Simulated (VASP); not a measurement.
A run of VASP 6.6.1 is set up as follows.

File INCAR:

```
PREC = Accurate ; ENCUT = 520
EDIFF = 1E-7 ; ISMEAR = 0
SIGMA = 0.1 ; LREAL = F
LASPH = T ; NELM = 100
ALGO = Normal ; ISIF = 2
LWAVE = F ; LCHARG = T
LDIPOL = T ; IDIPOL = 3
DIPOL = 0.5 0.5 0.491 ; GGA = PS
LELF = T ; LVHAR = T
LVACPOTAV = T ; NBANDS = 31
```

KPOINTS

```
Automatic mesh
0
Gamma
  10 10 1
```

Contents of POSCAR:

```
Al3Ni3N
1.0
    2.8621655562      0.0000000000      0.0000000000
    0.0000000000      2.8621655562      0.0000000000
    0.0000000000      0.0000000000     26.1554138905
Ni Al N
3 3 1
Direct
    0.5000000000      0.5000000000      0.3249805198
    0.5000000000      0.5000000000      0.4344097021
    0.5000000000      0.5000000000      0.5461082211
    0.0000000000      0.0000000000      0.3796951109
    0.0000000000      0.0000000000      0.4892465812
    0.0000000000      0.0000000000      0.5974673309
    0.0000000000      0.0000000000      0.6679574662
```

Potentials or basis: VASP PAW PBE potentials, release 64 (Ni, Al, N).

Command:

```sh
$ cat potpaw_PBE.64/Ni/POTCAR potpaw_PBE.64/Al/POTCAR potpaw_PBE.64/N/POTCAR > POTCAR
$ mpirun -np 1 vasp_std > vasp.out
```

Question: What does it give for the largest force?

Answer: 1.044 eV/Å.

Question: What does it give for the band gap on the k mesh?

Answer: Zero (bands 22 and 23 overlap by 0.98 eV).

Forces on the atoms (eV/Å):
```
Ni   0.000  0.000  0.749
Ni   0.000  0.000  0.409
Ni   0.000  0.000 -1.040
Al   0.000  0.000 -1.044
Al   0.000  0.000  0.010
Al   0.000  0.000  0.883
N    0.000  0.000  0.033
```

Caveat: the PAW data sets were made with another functional, which shifts forces and pressure a little; the run has no spin polarisation, though such a crystal can be magnetic. Spin polarisation is off, so any magnetic state and its effect on volume and gap are missing.
